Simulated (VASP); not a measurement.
# SiNi (P2_13) in VASP: notebook

SiNi is run at these levels: r2SCAN; tasks: single point, relaxation of cell and atoms.

All numbers are computed with VASP 6.6.1; they aren't measurements. Logs are shortened: lines on timing, memory, paths and dates and some standing lists are left out, and cuts for length are marked.

### 1 The cell of the first run

Symmetry: P2_13, No. 198, cubic system. The conventional cell has a = 4.497 Å, b = 4.497 Å, c = 4.497 Å, α = 90.00°, β = 90.00°, γ = 90.00°. Within 3.0 Å of Si (site symmetry 3) lie 7 Ni at 2.23 to 2.47 Å and 6 Si at 2.76 Å. Within 3.0 Å of Ni (site symmetry 3) lie 7 Si at 2.23 to 2.47 Å and 6 Ni at 2.77 Å.

### 2 Single point, r2SCAN, collinear spin, ferromagnetic start

POSCAR

```
SiNi
1.0
    4.4967800000      0.0000000000      0.0000000000
    0.0000000000      4.4967800000      0.0000000000
    0.0000000000      0.0000000000      4.4967800000
Si Ni
4 4
Direct
    0.8601000000      0.8601000000      0.8601000000
    0.6399000000      0.1399000000      0.3601000000
    0.3601000000      0.6399000000      0.1399000000
    0.1399000000      0.3601000000      0.6399000000
    0.1470000000      0.1470000000      0.1470000000
    0.3530000000      0.8530000000      0.6470000000
    0.6470000000      0.3530000000      0.8530000000
    0.8530000000      0.6470000000      0.3530000000
```

INCAR.step1

```
ALGO = Normal
EDIFF = 1E-4
ENCUT = 520
GGA = PE
ISMEAR = 0
ISPIN = 2
LASPH = True
LCHARG = False
LMAXMIX = 4
LREAL = False
LWAVE = True
MAGMOM = 0 0 0 0 2 2 2 2
NBANDS = 42
NELM = 150
PREC = Accurate
SIGMA = 0.1
```

INCAR.step2

```
ALGO = Normal
EDIFF = 1E-6
ENCUT = 520
ISIF = 2
ISMEAR = 0
ISPIN = 2
ISTART = 1
LASPH = True
LCHARG = True
LELF = True
LMAXMIX = 4
LMIXTAU = True
LORBIT = 11
LREAL = False
LVHAR = True
LWAVE = False
MAGMOM = 0 0 0 0 2 2 2 2
METAGGA = R2SCAN
NBANDS = 42
NELM = 150
PREC = Accurate
SIGMA = 0.1
```

KPOINTS

```
k-points
0
Gamma
  4 4 4
```

Potentials or basis: VASP PAW PBE potentials, release 64 (Si, Ni).

Run with:

```
$ cat potpaw_PBE.64/Si/POTCAR potpaw_PBE.64/Ni/POTCAR > POTCAR
$ cp INCAR.step1 INCAR
$ mpirun -np 1 vasp_std > vasp.out
$ cp INCAR.step2 INCAR
$ mpirun -np 1 vasp_std > vasp.out
```

OUTCAR:

```text
EDIFF = 1E-6
   ENCUT = 520
   ISIF = 2
   ISMEAR = 0
   ISPIN = 2
   ISTART = 1
   LASPH = True
   LORBIT = 11
   LREAL = False
   METAGGA = R2SCAN
   NELM = 150
   PREC = Accurate

 ion  position               nearest neighbor table
   1  0.860  0.860  0.860-   5 2.23   6 2.41   7 2.41   8 2.41   8 2.47   7 2.47   6 2.47   2 2.76
                             3 2.76   4 2.76   4 2.76   3 2.76   2 2.76
   2  0.640  0.140  0.360-   6 2.23   5 2.41   7 2.41   8 2.41   5 2.47   8 2.47   7 2.47   4 2.76
                             1 2.76   1 2.76   3 2.76   3 2.76   4 2.76
   3  0.360  0.640  0.140-   7 2.23   6 2.41   5 2.41   8 2.41   5 2.47   6 2.47   8 2.47   4 2.76
                             1 2.76   4 2.76   2 2.76   1 2.76   2 2.76
   4  0.140  0.360  0.640-   8 2.23   6 2.41   7 2.41   5 2.41   7 2.47   5 2.47   6 2.47   3 2.76
                             1 2.76   3 2.76   1 2.76   2 2.76   2 2.76
   5  0.147  0.147  0.147-   1 2.23   2 2.41   3 2.41   4 2.41   4 2.47   3 2.47   2 2.47   6 2.77
                             6 2.77   7 2.77   8 2.77   8 2.77   7 2.77
   6  0.353  0.853  0.647-   2 2.23   1 2.41   3 2.41   4 2.41   1 2.47   4 2.47   3 2.47   7 2.77
                             8 2.77   5 2.77   5 2.77   7 2.77   8 2.77
   7  0.647  0.353  0.853-   3 2.23   2 2.41   1 2.41   4 2.41   1 2.47   2 2.47   4 2.47   6 2.77
                             8 2.77   8 2.77   6 2.77   5 2.77   5 2.77
   8  0.853  0.647  0.353-   4 2.23   2 2.41   3 2.41   1 2.41   3 2.47   1 2.47   2 2.47   6 2.77
                             7 2.77   7 2.77   5 2.77   5 2.77   6 2.77

  LATTYP: Found a simple cubic cell.
 ALAT       =     4.4967800000

  Lattice vectors:

 A1 = (   4.4967800000,   0.0000000000,   0.0000000000)
 A2 = (   0.0000000000,   4.4967800000,   0.0000000000)
 A3 = (   0.0000000000,   0.0000000000,   4.4967800000)

Analysis of symmetry for initial positions (statically):
=====================================================================
 Subroutine PRICEL returns:
 Original cell was already a primitive cell.

 Routine SETGRP: Setting up the symmetry group for a
 simple cubic supercell.

 Subroutine GETGRP returns: Found 12 space group operations
 (whereof  3 operations were pure point group operations)
 out of a pool of 48 trial point group operations.

The static configuration has the point symmetry C_3 .
 The point group associated with its full space group is T   .

Analysis of symmetry for dynamics (positions and initial velocities):
=====================================================================
 Subroutine PRICEL returns:
 Original cell was already a primitive cell.

 Routine SETGRP: Setting up the symmetry group for a
 simple cubic supercell.

 Subroutine GETGRP returns: Found 12 space group operations
 (whereof  3 operations were pure point group operations)
 out of a pool of 48 trial point group operations.

The dynamic configuration has the point symmetry C_3 .
 The point group associated with its full space group is T   .

Analysis of structural, dynamic, and magnetic symmetry:
=====================================================================
 Subroutine PRICEL returns:
 Original cell was already a primitive cell.

 Routine SETGRP: Setting up the symmetry group for a
 simple cubic supercell.

 Subroutine GETGRP returns: Found 12 space group operations
 (whereof  3 operations were pure point group operations)
 out of a pool of 48 trial point group operations.

The overall configuration has the point symmetry C_3 .
 The point group associated with its full space group is T   .

 Subroutine INISYM returns: Found 12 space group operations
 (whereof  3 operations are pure point group operations),
 and found     1 'primitive' translations

----------------------------------------------------------------------------------------

                                     Primitive cell

  volume of cell :      90.9295

  direct lattice vectors                    reciprocal lattice vectors
     4.496780000  0.000000000  0.000000000     0.222381348  0.000000000  0.000000000
     0.000000000  4.496780000  0.000000000     0.000000000  0.222381348  0.000000000
     0.000000000  0.000000000  4.496780000     0.000000000  0.000000000  0.222381348

  length of vectors
     4.496780000  4.496780000  4.496780000     0.222381348  0.222381348  0.222381348

  position of ions in fractional coordinates (direct lattice)
     0.860100000  0.860100000  0.860100000
     0.639900000  0.139900000  0.360100000
     0.360100000  0.639900000  0.139900000
     0.139900000  0.360100000  0.639900000
     0.147000000  0.147000000  0.147000000
     0.353000000  0.853000000  0.647000000
     0.647000000  0.353000000  0.853000000
     0.853000000  0.647000000  0.353000000

  ion indices of the primitive-cell ions
   primitive index   ion index
                 1           1
                 2           2
                 3           3
[... 62 lines left out ...]
     AMIX_MAG =   1.60;   BMIX_MAG =  1.00
  volume/ion in A,a.u.               =      11.37        76.70
  Fermi-wavevector in a.u.,A,eV,Ry     =   1.392844  2.632094 26.395505  1.940015
  Thomas-Fermi vector in A             =   2.516548
   LORBIT       =     11    0 simple, 1 ext, 2 COOP (PROOUT), +10 PAW based schemes
   METAGGA = R2SCAN    functional components
   LHFCALC =     F    Hartree Fock is set to
   AEXX    =    0.0000 exact exchange contribution
   IVDW    =     0    specifies the selected vdW correction
   LEPSILON=     F    determine dielectric tensor
   LRPA    =     F    only Hartree local field effects (RPA)
 spin polarized calculation
 Gauss-broadening in eV      SIGMA  =   0.10
  energy-cutoff  :      520.00
  volume of cell :       90.93
 maximum number of plane-waves:      2469
 NGX is ok and might be reduce to    36
   NGX = 17   NGY = 17   NGZ = 17

 number of electron      56.0000062 magnetization       0.0000026

 number of electron      56.0000062 magnetization      -0.0000029

 Free energy of the ion-electron system (eV)
  ---------------------------------------------------
  ext. energy  EPLUGINS =         0.00000000
  ---------------------------------------------------
  free energy    TOTEN  =       -85.54564219 eV

  energy without entropy =      -85.52141069  energy(sigma->0) =      -85.53352644

 E-fermi :  12.0201     XC(G=0): -13.5708

 val. band max:       12.0002677199   @ k =   0.2500   0.2500   0.0000
 cond. band min:      12.0274289037   @ k =   0.2500   0.0000   0.0000
 fundamental gap:      0.0271611838
 Fermi energy:        12.0200835465

 spin component 1

 k-point     1 :       0.0000    0.0000    0.0000
  band No.  band energies     occupation
      1      -3.0972      1.00000
      2       2.6464      1.00000
      3       2.6464      1.00000
      4       2.6464      1.00000
      5       5.3097      1.00000
      6       5.3097      1.00000
[... 462 lines left out ...]
     39      18.6143      0.00000
     40      18.6143      0.00000
 Fermi energy:        12.0200835465

 spin component 2

 k-point     1 :       0.0000    0.0000    0.0000
  band No.  band energies     occupation
      1      -3.0972      1.00000
      2       2.6464      1.00000
      3       2.6464      1.00000
      4       2.6464      1.00000
      5       5.3097      1.00000
      6       5.3097      1.00000
[... 462 lines left out ...]
     39      18.6143      0.00000
     40      18.6143      0.00000
 [bands above 40 left out]

------------------------ aborting loop because EDIFF is reached ----------------------------------------

  FORCE on cell =-STRESS in cart. coord.  units (eV):
  Direction    XX          YY          ZZ          XY          YZ          ZX
  --------------------------------------------------------------------------------------
  -------------------------------------------------------------------------------------
  Total       -1.6812754     -1.6812754     -1.6812754     -0.0000000      0.0000000      0.0000000
  in kB      -29.6240558    -29.6240558    -29.6240558     -0.0000000      0.0000000      0.0000000
  external PRESSURE =     -29.6240558 kB  Pullay stress =       0.0000000 kB

 VOLUME and BASIS-vectors are now :
 -----------------------------------------------------------------------------
  energy-cutoff  :      520.00
  volume of cell :       90.93
      direct lattice vectors                 reciprocal lattice vectors
     4.496780000  0.000000000  0.000000000     0.222381348  0.000000000  0.000000000
     0.000000000  4.496780000  0.000000000     0.000000000  0.222381348  0.000000000
     0.000000000  0.000000000  4.496780000     0.000000000  0.000000000  0.222381348

 POSITION                                       TOTAL-FORCE (eV/Angst)
 -----------------------------------------------------------------------------------
      3.86768      3.86768      3.86768        -0.683335     -0.683335     -0.683335
      2.87749      0.62910      1.61929         0.683335      0.683335     -0.683335
      1.61929      2.87749      0.62910        -0.683335      0.683335      0.683335
      0.62910      1.61929      2.87749         0.683335     -0.683335      0.683335
      0.66103      0.66103      0.66103         0.193702      0.193702      0.193702
      1.58736      3.83575      2.90942        -0.193702     -0.193702      0.193702
      2.90942      1.58736      3.83575         0.193702     -0.193702     -0.193702
      3.83575      2.90942      1.58736        -0.193702      0.193702     -0.193702
 -----------------------------------------------------------------------------------
    total drift:                                0.000000      0.000000      0.000000

  FREE ENERGIE OF THE ION-ELECTRON SYSTEM (eV)
  ---------------------------------------------------
  free  energy   TOTEN  =       -85.5456421860 eV

  energy  without entropy=      -85.5214106908  energy(sigma->0) =      -85.53352644

 total charge

# of ion       s       p       d       tot
------------------------------------------
    1        0.721   0.865   0.000   1.585
    2        0.721   0.865   0.000   1.585
    3        0.721   0.865   0.000   1.585
    4        0.721   0.865   0.000   1.585
    5        0.466   0.635   8.516   9.617
    6        0.466   0.635   8.516   9.617
    7        0.466   0.635   8.516   9.617
    8        0.466   0.635   8.516   9.617
--------------------------------------------------
tot          4.744   6.000  34.063  44.807

 magnetization (x)

# of ion       s       p       d       tot
------------------------------------------
    1        0.000   0.000   0.000   0.000
    2        0.000   0.000   0.000   0.000
    3        0.000   0.000   0.000   0.000
    4        0.000   0.000   0.000   0.000
    5       -0.000  -0.000  -0.000  -0.000
    6       -0.000  -0.000  -0.000  -0.000
    7       -0.000  -0.000  -0.000  -0.000
    8       -0.000  -0.000  -0.000  -0.000
--------------------------------------------------
tot         -0.000  -0.000  -0.000  -0.000
```

Run time: 5.6 min. Hardware: 1 thread of Intel Xeon 8259CL, shared host; peak memory 0.28 GiB.

What came out:

```
Free energy                                           : -85.5456 eV
Pressure                                              : -3.0 GPa
Largest force                                         : 1.184 eV/Å
Band gap on the k mesh                                : zero (filled and empty bands overlap)
Net moment                                            : 0.00 μB per cell
Valence electrons inside the program's atomic spheres : Si 1.58; Ni 9.62
```

Forces in eV/Å, atoms in the order of the input:
```
Si  -0.683 -0.683 -0.683
Si   0.683  0.683 -0.683
Si  -0.683  0.683  0.683
Si   0.683 -0.683  0.683
Ni   0.194  0.194  0.194
Ni  -0.194 -0.194  0.194
Ni   0.194 -0.194 -0.194
Ni  -0.194  0.194 -0.194
```

Caveat: the PAW data sets were made with another functional, which shifts forces and pressure a little.

### 3 Single point, r2SCAN

This run uses another cell than the first one, of 11.13 Å³/atom.

POSCAR

```
SiNi
1.0
    4.4648149381      0.0000000000      0.0000000000
    0.0000000000      4.4648149381      0.0000000000
    0.0000000000      0.0000000000      4.4648149381
Si Ni
4 4
Direct
    0.8469210539      0.8469210539      0.8469210539
    0.6530789461      0.1530789461      0.3469210539
    0.3469210539      0.6530789461      0.1530789461
    0.1530789461      0.3469210539      0.6530789461
    0.1487251961      0.1487251961      0.1487251961
    0.3512748039      0.8512748039      0.6487251961
    0.6487251961      0.3512748039      0.8512748039
    0.8512748039      0.6487251961      0.3512748039
```

INCAR.step1

```
SYSTEM = SiNi
ALGO = Normal
EDIFF = 1E-4
ENCUT = 520
GGA = PE
ISMEAR = 0
LASPH = .TRUE.
LCHARG = .FALSE.
LREAL = .FALSE.
LWAVE = .TRUE.
NBANDS = 38
NELM = 80
PREC = Accurate
SIGMA = 0.1
```

INCAR.step2

```
SYSTEM = SiNi
ALGO = Normal
EDIFF = 1E-7
ENCUT = 520
ISIF = 2
ISMEAR = 0
ISTART = 1
LASPH = .TRUE.
LCHARG = .FALSE.
LMIXTAU = .TRUE.
LREAL = .FALSE.
LWAVE = .FALSE.
METAGGA = R2SCAN
NBANDS = 38
NELM = 80
PREC = Accurate
SIGMA = 0.1
```

KPOINTS

```
k-points
0
G
  8 8 8
  0 0 0
```

Potentials or basis: VASP PAW PBE potentials, release 64 (Si, Ni).

Run with:

```
$ cat potpaw_PBE.64/Si/POTCAR potpaw_PBE.64/Ni/POTCAR > POTCAR
$ cp INCAR.step1 INCAR
$ mpirun -np 1 vasp_std > vasp.out
$ cp INCAR.step2 INCAR
$ mpirun -np 1 vasp_std > vasp.out
```

Wall time 13 min (1 thread of Intel Xeon 8259CL, shared host); peak memory 0.29 GiB.

The run converged. Its results:

| Quantity | Value |
| --- | --- |
| Free energy | -85.8644 eV |
| Pressure | 0.1 GPa |
| Band gap on the k mesh | zero (bands 28 and 29 overlap by 1.34 eV) |

Levels at points of the mesh, in eV from the Fermi level:
| k point | band 25 | band 26 | band 27 | band 28 | band 29 | band 30 | band 31 | band 32 |
| --- | --- | --- | --- | --- | --- | --- | --- | --- |
| (0.00, 0.00, 0.00) | -1.76 | -1.76 | -1.76 | 1.16 | 1.16 | 1.16 | 1.40 | 1.40 |
| (0.50, 0.00, 0.00) | -2.17 | -2.17 | -0.72 | -0.72 | -0.18 | -0.18 | 2.95 | 2.95 |
| (0.50, 0.50, 0.00) | -1.70 | -1.70 | -1.08 | -1.08 | 0.42 | 0.42 | 0.94 | 0.94 |
| (0.50, 0.50, 0.50) | -1.96 | -1.96 | -1.96 | -1.96 | 4.67 | 4.67 | 4.67 | 4.67 |

Caveat: the PAW data sets were made with another functional, which shifts forces and pressure a little.

### 4 Relaxation of cell and atoms, r2SCAN

POSCAR

```
SiNi
1.0
    4.4967800000      0.0000000000      0.0000000000
    0.0000000000      4.4967800000      0.0000000000
    0.0000000000      0.0000000000      4.4967800000
Si Ni
4 4
Direct
    0.8601000000      0.8601000000      0.8601000000
    0.6399000000      0.1399000000      0.3601000000
    0.3601000000      0.6399000000      0.1399000000
    0.1399000000      0.3601000000      0.6399000000
    0.1470000000      0.1470000000      0.1470000000
    0.3530000000      0.8530000000      0.6470000000
    0.6470000000      0.3530000000      0.8530000000
    0.8530000000      0.6470000000      0.3530000000
```

INCAR.step1

```
SYSTEM = SiNi
PREC     = Accurate       ! precision mode
ENCUT    = 600            ! plane-wave cutoff, eV
ISMEAR   = 0              ! smearing method
SIGMA    = 0.1            ! smearing width, eV
LREAL    = .FALSE.        ! projectors in reciprocal space
LASPH    = .TRUE.         ! aspherical terms in the spheres
NELM     = 80             ! most SCF steps
GGA      = PE             ! functional
ALGO     = Normal         ! electronic algorithm
EDIFF    = 1E-4           ! SCF threshold, eV
LWAVE    = .TRUE.         ! write WAVECAR
LCHARG   = .FALSE.        ! write CHGCAR
```

INCAR.step2

```
SYSTEM = SiNi
PREC     = Accurate       ! precision mode
ENCUT    = 600            ! plane-wave cutoff, eV
EDIFF    = 1E-7           ! SCF threshold, eV
ISMEAR   = 0              ! smearing method
SIGMA    = 0.1            ! smearing width, eV
LREAL    = .FALSE.        ! projectors in reciprocal space
LASPH    = .TRUE.         ! aspherical terms in the spheres
NELM     = 80             ! most SCF steps
ALGO     = Normal         ! electronic algorithm
ISIF     = 3              ! what is computed and relaxed
LWAVE    = .FALSE.        ! write WAVECAR
LCHARG   = .FALSE.        ! write CHGCAR
METAGGA  = R2SCAN         ! meta-GGA
LMIXTAU  = .TRUE.       
IBRION   = 2              ! ionic algorithm
NSW      = 100            ! ionic steps
EDIFFG   = -0.05          ! ionic threshold
ISTART   = 1
```

KPOINTS

```
regular mesh
0
G
  4 4 4
  0 0 0
```

Run with:

```
$ cat potpaw_PBE.64/Si/POTCAR potpaw_PBE.64/Ni/POTCAR > POTCAR
$ cp INCAR.step1 INCAR
$ mpirun -np 1 vasp_std > vasp.out
$ cp INCAR.step2 INCAR
$ mpirun -np 1 vasp_std > vasp.out
```

Run time: 19 min. Hardware: 1 thread of Intel Xeon 8259CL, shared host; peak memory 0.24 GiB.

It converged, with:

* Free energy: -85.8212 eV
* Relaxed volume: 11.11 Å³/atom
* Relaxed cell: a = 4.463 Å, b = 4.463 Å, c = 4.463 Å, α = 90.00°, β = 90.00°, γ = 90.00°
* Space group after relaxing (to 0.1 Å): P2_13 (No. 198)
* Energy gained by relaxing: 34.3 meV/atom
* Ionic steps: 7
* Pressure after relaxing: 0.0 GPa
* Largest force after relaxing: 0.042 eV/Å
* Band gap on the k mesh: zero (bands 28 and 29 overlap by 1.34 eV)

Forces on the atoms (eV/Å):
```
Si  -0.009 -0.009 -0.009
Si   0.009  0.009 -0.009
Si  -0.009  0.009  0.009
Si   0.009 -0.009  0.009
Ni  -0.024 -0.024 -0.024
Ni   0.024  0.024 -0.024
Ni  -0.024  0.024  0.024
Ni   0.024 -0.024  0.024
```

Step by step:
| step | energy change (eV) | largest force (eV/Å) | pressure (GPa) | volume (Å³) |
| --- | --- | --- | --- | --- |
| 1 | 0.0000 | 1.1841 | -3.05 | 90.93 |
| 2 | -0.2216 | 0.5396 | 1.97 | 88.11 |
| 3 | -0.2369 | 0.2929 | 4.31 | 87.13 |
| 4 | -0.2605 | 0.1286 | -2.48 | 90.09 |
| 5 | -0.2736 | 0.0587 | -0.07 | 88.95 |
| 6 | -0.2736 | 0.0578 | 0.01 | 88.91 |
| 7 | -0.2742 | 0.0420 | 0.03 | 88.90 |

Final structure:
```xyz
8
Lattice="4.4631 0.0000 0.0000 0.0000 4.4631 0.0000 0.0000 0.0000 4.4631" Properties=species:S:1:pos:R:3 pbc="T T T"
Si    3.7807    3.7807    3.7807
Si    2.9139    0.6823    1.5492
Si    1.5492    2.9139    0.6823
Si    0.6823    1.5492    2.9139
Ni    0.6693    0.6693    0.6693
Ni    1.5623    3.7938    2.9008
Ni    2.9008    1.5623    3.7938
Ni    3.7938    2.9008    1.5623
```

Levels at points of the mesh, in eV from the Fermi level:
```csv
k point,band 25,band 26,band 27,band 28,band 29,band 30,band 31,band 32
"(0.00, 0.00, 0.00)",-1.84,-1.84,-1.84,1.09,1.09,1.09,1.32,1.32
"(0.50, 0.00, 0.00)",-2.24,-2.24,-0.79,-0.79,-0.25,-0.25,2.88,2.88
"(0.50, 0.50, 0.00)",-1.77,-1.77,-1.16,-1.16,0.35,0.35,0.87,0.87
"(0.50, 0.50, 0.50)",-2.04,-2.04,-2.04,-2.04,4.62,4.62,4.62,4.62
```

Caveat: the PAW data sets were made with another functional, which shifts forces and pressure a little; the relaxation stopped at a loose force limit of 0.05 eV/Å, so its end isn't a converged minimum. Spin polarisation is off, so any magnetic state and its effect on volume and gap are missing.
